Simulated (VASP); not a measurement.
# ZrS2 (P-3m1) in VASP: single point with LDA

Aim: the single point of ZrS2 with LDA.

Everything below comes from runs of VASP 6.6.1. Logs are shortened: lines on timing, memory, paths and dates and some standing lists are left out, and cuts for length are marked.

### 1 The cell of the first run

The structure is trigonal, space group P-3m1 (No. 164). The conventional cell has a = 3.691 Å, b = 3.691 Å, c = 6.041 Å, α = 90.00°, β = 90.00°, γ = 120.00°. Zr (site symmetry -3m) has 6 S at 2.57 Å within 3.4 Å. S (site symmetry 3m) has 3 Zr at 2.57 Å within 3.4 Å.

### 2 Single point, LDA

Input file INCAR:

```
SYSTEM = ZrS2
PREC = Accurate
ENCUT = 500
EDIFF = 1E-6
ISMEAR = 0
SIGMA = 0.01
LREAL = .False.
LASPH = .True.
NELM = 120
ALGO = Normal
ISIF = 2
LWAVE = .False.
LCHARG = .False.
GGA = CA
NBANDS = 19
GGA_COMPAT = .False.
```

Input file KPOINTS:

```
Automatic mesh
0
Gamma
  3 3 2
  0 0 0
```

Input file POSCAR:

```
ZrS2
1.0
    3.6913830000      0.0000000000      0.0000000000
   -1.8456915000      3.1968314531      0.0000000000
    0.0000000000      0.0000000000      6.0410770000
Zr S
1 2
Direct
    0.0000000000      0.0000000000      0.0000000000
    0.6666666667      0.3333333333      0.7620900000
    0.3333333333      0.6666666667      0.2379100000
```

Potentials or basis: VASP PAW LDA potentials, release 64 (Zr_sv, S).

Started as:

```console
> cat potpaw_LDA.64/Zr_sv/POTCAR potpaw_LDA.64/S/POTCAR > POTCAR
> mpirun -np 1 vasp_std > vasp.out
```

OUTCAR:

```text
SYSTEM = ZrS2
   PREC = Accurate
   ENCUT = 500
   EDIFF = 1E-6
   ISMEAR = 0
   LREAL = .False.
   LASPH = .True.
   NELM = 120
   ISIF = 2
   GGA = CA

 ion  position               nearest neighbor table
   1  0.000  0.000  0.000-   2 2.57   3 2.57   2 2.57   3 2.57   2 2.57   3 2.57
   2  0.667  0.333  0.762-   1 2.57   1 2.57   1 2.57
   3  0.333  0.667  0.238-   1 2.57   1 2.57   1 2.57

  LATTYP: Found a hexagonal cell.
 ALAT       =     3.6913830000
 C/A-ratio  =     1.6365348705

  Lattice vectors:

 A1 = (   3.6913830000,   0.0000000000,   0.0000000000)
 A2 = (  -1.8456915000,   3.1968314531,   0.0000000000)
 A3 = (   0.0000000000,   0.0000000000,   6.0410770000)

Analysis of symmetry for initial positions (statically):
=====================================================================
 Subroutine PRICEL returns:
 Original cell was already a primitive cell.

 Routine SETGRP: Setting up the symmetry group for a
 hexagonal supercell.

 Subroutine GETGRP returns: Found 12 space group operations
 (whereof 12 operations were pure point group operations)
 out of a pool of 24 trial point group operations.

The static configuration has the point symmetry D_3d.

Analysis of symmetry for dynamics (positions and initial velocities):
=====================================================================
 Subroutine PRICEL returns:
 Original cell was already a primitive cell.

 Routine SETGRP: Setting up the symmetry group for a
 hexagonal supercell.

 Subroutine GETGRP returns: Found 12 space group operations
 (whereof 12 operations were pure point group operations)
 out of a pool of 24 trial point group operations.

The dynamic configuration has the point symmetry D_3d.

 Subroutine INISYM returns: Found 12 space group operations
 (whereof 12 operations are pure point group operations),
 and found     1 'primitive' translations

----------------------------------------------------------------------------------------

                                     Primitive cell

  volume of cell :      71.2891

  direct lattice vectors                    reciprocal lattice vectors
     3.691383000  0.000000000  0.000000000     0.270901177  0.156404868  0.000000000
    -1.845691500  3.196831453  0.000000000     0.000000000  0.312809735  0.000000000
     0.000000000  0.000000000  6.041077000     0.000000000  0.000000000  0.165533397

  length of vectors
     3.691383000  3.691383000  6.041077000     0.312809735  0.312809735  0.165533397

  position of ions in fractional coordinates (direct lattice)
     0.000000000  0.000000000  0.000000000
     0.666666667  0.333333333  0.762090000
     0.333333333  0.666666667  0.237910000

  ion indices of the primitive-cell ions
   primitive index   ion index
                 1           1
                 2           2
                 3           3

----------------------------------------------------------------------------------------

 KPOINTS: Automatic mesh

Automatic generation of k-mesh.
 Grid dimensions read from file:
 generate k-points for:    3    3    2

 Generating k-lattice:

  Cartesian coordinates                     Fractional coordinates (reciprocal lattice)
     0.090300392  0.052134956  0.000000000     0.333333333  0.000000000  0.000000000
     0.000000000  0.104269912  0.000000000     0.000000000  0.333333333  0.000000000
     0.000000000  0.000000000  0.082766699     0.000000000  0.000000000  0.500000000

  Length of vectors
     0.104269912  0.104269912  0.082766699

  Shift w.r.t. Gamma in fractional coordinates (k-lattice)
     0.000000000  0.000000000  0.000000000

 Subroutine IBZKPT returns following result:
 ===========================================

 Found      6 irreducible k-points:

 Following reciprocal coordinates:
            Coordinates               Weight
  0.000000  0.000000  0.000000      1.000000
  0.333333  0.000000  0.000000      6.000000
  0.333333  0.333333  0.000000      2.000000
  0.000000  0.000000  0.500000      1.000000
  0.333333  0.000000  0.500000      6.000000
  0.333333  0.333333  0.500000      2.000000
   k-points           NKPTS =      6   k-points in BZ     NKDIM =      6   number of bands    NBANDS=     19
   number of dos      NEDOS =    301   number of ions     NIONS =      3
   total plane-waves  NPLWV =  37632
   dimension x,y,z NGX =    28 NGY =   28 NGZ =   48
   dimension x,y,z NGXF=    56 NGYF=   56 NGZF=   96
   ions per type =               1   2
   NGX,Y,Z   is equivalent  to a cutoff of  12.61, 12.61, 13.21 a.u.
   NGXF,Y,Z  is equivalent  to a cutoff of  25.22, 25.22, 26.42 a.u.
 SYSTEM =  ZrS2
   PREC   = accura    normal or accurate (medium, high low for compatibility)
   ISTART =      0    job   : 0-new  1-cont  2-samecut
   ICHARG =      2    charge: 1-file 2-atom 10-const
   ISPIN  =      1    spin polarized calculation?
   LNONCOLLINEAR =      F non collinear calculations
   LSORBIT =      F    spin-orbit coupling
   LASPH  =      T    aspherical Exc in radial PAW
   ENCUT  =  500.0 eV  36.75 Ry    6.06 a.u.   6.73  6.73 11.01*2*pi/ulx,y,z
   NELM   =    120;   NELMIN=  2; NELMDL= -5     # of ELM steps
   EDIFF  = 0.1E-05   stopping-criterion for ELM
   LREAL  =      F    real-space projection
   EDIFFG = 0.1E-04   stopping-criterion for IOM
   NSW    =      0    number of steps for IOM
   IBRION =     -1    ionic relax: 0-MD 1-quasi-New 2-CG
   NFREE  =      0    steps in history (QN), initial steepest desc. (CG)
   ISIF   =      2    stress and relaxation
   ISYM   =      2    0-nonsym 1-usesym 2-fastsym
   POTIM  = 0.5000    time-step for ionic-motion
   TEBEG  =    0.0;   TEEND  =   0.0 temperature during run
   PSTRESS=    0.0 pullay stress
   NELECT =      24.0000    total number of electrons
   NUPDOWN=      -1.0000    fix difference up-down
   EMIN   =  10.00;   EMAX   =-10.00  energy-range for DOS
   EFERMI =   0.00;   METHOD = LEGACY
   ISMEAR =     0;   SIGMA  =   0.01  broadening in eV -4-tet -1-fermi 0-gaus
   EFERMI_NEDOS =   21; number of points for ismear=-14 and -15
   IALGO  =     38    algorithm
   IMIX   =      4    mixing-type and parameters
     AMIX     =   0.40;   BMIX     =  1.00
     AMIX_MAG =   1.60;   BMIX_MAG =  1.00
  volume/ion in A,a.u.               =      23.76       160.36
  Fermi-wavevector in a.u.,A,eV,Ry     =   1.138861  2.152136 17.646825  1.297005
  Thomas-Fermi vector in A             =   2.275565
   LORBIT       =      0    0 simple, 1 ext, 2 COOP (PROOUT), +10 PAW based schemes
   GGA     = CA    functional components
   LHFCALC =     F    Hartree Fock is set to
   AEXX    =    0.0000 exact exchange contribution
   IVDW    =     0    specifies the selected vdW correction
   LEPSILON=     F    determine dielectric tensor
   LRPA    =     F    only Hartree local field effects (RPA)
 non-spin polarized calculation
 Gauss-broadening in eV      SIGMA  =   0.01
  energy-cutoff  :      500.00
  volume of cell :       71.29
 maximum number of plane-waves:      1834
 NGX is ok and might be reduce to    28
   NGX = 13   NGY = 13   NGZ = 23

 number of electron      23.9999999 magnetization

 Free energy of the ion-electron system (eV)
  ---------------------------------------------------
  ext. energy  EPLUGINS =         0.00000000
  ---------------------------------------------------
  free energy    TOTEN  =       -23.13562373 eV

  energy without entropy =      -23.13562373  energy(sigma->0) =      -23.13562373

 E-fermi :   4.1473     XC(G=0):  -9.6854

 val. band max:        3.9481234951   @ k =   0.0000   0.0000   0.0000
 cond. band min:       5.0507934837   @ k =   0.3333   0.0000   0.5000
 fundamental gap:      1.1026699885
 Fermi energy:         4.1472654794

 k-point     1 :       0.0000    0.0000    0.0000
  band No.  band energies     occupation
      1     -44.8030      2.00000
      2     -23.0362      2.00000
      3     -22.8571      2.00000
      4     -22.8571      2.00000
      5      -8.5225      2.00000
      6      -7.0940      2.00000
[... 11 lines left out ...]
     18       9.4412      0.00000
     19       9.6985      0.00000

 k-point     2 :       0.3333    0.0000    0.0000
  band No.  band energies     occupation
      1     -44.7895      2.00000
      2     -23.0473      2.00000
      3     -22.9945      2.00000
      4     -22.8983      2.00000
      5      -7.6941      2.00000
      6      -7.2409      2.00000
[... 11 lines left out ...]
     18      11.2633      0.00000
     19      12.0003      0.00000

 k-point     3 :       0.3333    0.3333    0.0000
  band No.  band energies     occupation
      1     -44.7827      2.00000
      2     -23.0295      2.00000
      3     -23.0295      2.00000
      4     -22.9753      2.00000
      5      -7.2521      2.00000
      6      -7.2521      2.00000
[... 11 lines left out ...]
     18      11.5847      0.00000
     19      13.5928      0.00000

 k-point     4 :       0.0000    0.0000    0.5000
  band No.  band energies     occupation
      1     -44.8030      2.00000
      2     -23.0366      2.00000
      3     -22.8571      2.00000
      4     -22.8571      2.00000
      5      -8.3264      2.00000
      6      -7.3970      2.00000
[... 11 lines left out ...]
     18      10.0814      0.00000
     19      11.2799      0.00000

 k-point     5 :       0.3333    0.0000    0.5000
  band No.  band energies     occupation
      1     -44.7895      2.00000
      2     -23.0473      2.00000
      3     -22.9947      2.00000
      4     -22.8983      2.00000
      5      -7.6326      2.00000
      6      -7.3035      2.00000
[... 11 lines left out ...]
     18      10.6018      0.00000
     19      11.4910      0.00000

 k-point     6 :       0.3333    0.3333    0.5000
  band No.  band energies     occupation
      1     -44.7827      2.00000
      2     -23.0295      2.00000
      3     -23.0295      2.00000
      4     -22.9754      2.00000
      5      -7.2545      2.00000
      6      -7.2545      2.00000
[... 11 lines left out ...]
     18      11.9431      0.00000
     19      12.4219      0.00000

------------------------ aborting loop because EDIFF is reached ----------------------------------------

  FORCE on cell =-STRESS in cart. coord.  units (eV):
  Direction    XX          YY          ZZ          XY          YZ          ZX
  --------------------------------------------------------------------------------------
  -------------------------------------------------------------------------------------
  Total       -1.7048719     -1.7048719     -1.7799371      0.0000000      0.0000000      0.0000000
  in kB      -38.3159068    -38.3159068    -40.0029497      0.0000000      0.0000000      0.0000000
  external PRESSURE =     -38.8782544 kB  Pullay stress =       0.0000000 kB

 VOLUME and BASIS-vectors are now :
 -----------------------------------------------------------------------------
  energy-cutoff  :      500.00
  volume of cell :       71.29
      direct lattice vectors                 reciprocal lattice vectors
     3.691383000  0.000000000  0.000000000     0.270901177  0.156404868  0.000000000
    -1.845691500  3.196831453  0.000000000     0.000000000  0.312809735  0.000000000
     0.000000000  0.000000000  6.041077000     0.000000000  0.000000000  0.165533397

 POSITION                                       TOTAL-FORCE (eV/Angst)
 -----------------------------------------------------------------------------------
      0.00000      0.00000      0.00000        -0.000000      0.000000      0.000000
      1.84569      1.06561      4.60384         0.000000      0.000000      0.403053
     -0.00000      2.13122      1.43723         0.000000     -0.000000     -0.403053
 -----------------------------------------------------------------------------------
    total drift:                                0.000000      0.000000     -0.000000

  FREE ENERGIE OF THE ION-ELECTRON SYSTEM (eV)
  ---------------------------------------------------
  free  energy   TOTEN  =       -23.1356237272 eV

  energy  without entropy=      -23.1356237272  energy(sigma->0) =      -23.13562373
```

Run time: 10 s. Hardware: 1 thread of Intel Xeon Platinum 8175M at 2.50GHz (Skylake/Cascade Lake), shared host; peak memory 0.15 GiB.

Results:

- Free energy: -23.1356 eV
- Pressure: -3.9 GPa
- Largest force: 0.403 eV/Å
- Band gap on the k mesh: 1.10 eV (least direct gap 1.46 eV)

Forces on the atoms (eV/Å):
```
Zr   0.000  0.000  0.000
S    0.000  0.000  0.403
S    0.000  0.000 -0.403
```

Levels at points of the mesh, in eV from the valence-band top:
```tsv
k point	band 9	band 10	band 11	band 12	band 13	band 14	band 15	band 16
(0.00, 0.00, 0.00)	-2.75	-0.02	-0.02	0.00	1.46	1.46	2.28	5.00
(0.00, 0.00, 0.50)	-2.72	-1.61	-0.12	-0.12	1.43	1.43	2.61	5.30
```

Caveat: the k points lie up to 0.66 Å⁻¹ apart. A k mesh can miss the band edges.
